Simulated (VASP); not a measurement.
The system is AgCl (Chlorargyrite).

```
Ag Cl
1.0
     0.00000    2.71664    2.71664
     2.71664    0.00000    2.71664
     2.71664    2.71664    0.00000
Ag Cl
1 1
Direct
  0.00000 0.00000 0.00000
  0.50000 0.50000 0.50000
```

Base run:

```yaml
Program: VASP 6.6.1
Functional: r2SCAN
Potentials_or_basis: VASP PAW PBE potentials, release 64 (Ag, Cl)
Cutoff: 520 eV
k_mesh: 8 × 8 × 8
Occupations: fermi-dirac, width 0.05 eV
Spin: no spin polarisation
```

Its results: band gap on the k mesh 1.43 eV, indirect (least direct gap 3.93 eV); pressure 3.5 GPa.

Question: The run is repeated on the same cell with these changes: functional from r2SCAN to LDA; potentials or basis from VASP PAW PBE potentials, release 64 (Ag, Cl) to VASP PAW LDA potentials, release 64 (Ag, Cl). What comes out?

Answer: Band gap on the k mesh 0.64 eV, indirect (least direct gap 3.19 eV); pressure -2.7 GPa.

Caveats: the PAW data sets were made with another functional, which shifts forces and pressure a little (some runs).

A k mesh can miss the band edges.
